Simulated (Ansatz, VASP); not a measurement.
# BaTe: VASP beside Ansatz

```xyz
2
Lattice="4.2625 0.0000 0.0000 0.0000 4.2625 0.0000 0.0000 0.0000 4.2625" Properties=species:S:1:pos:R:3 pbc="T T T"
Ba    0.0000    0.4375    0.0000
Te    2.1312    2.1312    2.1312
```

Change from the starting cell: all Ba atoms moved +0.438 Å, as atom 1 along Cartesian [0 1 0].

Alike in both runs: task single point; functional PBE; k mesh 6 × 6 × 6; occupations gaussian, width 0.05 eV; no spin polarisation.

```csv
,VASP,Ansatz
version,VASP 6.6.1,Ansatz 0.2.0
potentials or method,"VASP PAW PBE potentials, release 64 (Ba_sv, Te), cutoff 520 eV","scalar-relativistic, plane waves, PAW"
valence electrons in the cell,16,26
```

```csv
,VASP,Ansatz,Ansatz less VASP
gap on the k mesh at the Fermi level (eV),0.91,0.97,+0.066
least direct gap on the mesh (eV),1.20,1.26,+0.065
pressure (GPa),1.4,0.9,-0.48
"traceless stress, the component that is largest in VASP (GPa)",-0.29,-0.24,+0.055
rms of the force components (eV/Å),0.300,0.278,-0.0218
```

Atom by atom the forces differ by 0.022 eV/Å (rms over components). With one functional, cell and mesh, what is left measures potentials, basis and numerics. VASP's potentials hold 16 valence electrons a cell and Ansatz's 26, so a difference there can come from the potentials and not from the codes.

Spin-orbit coupling is off throughout.
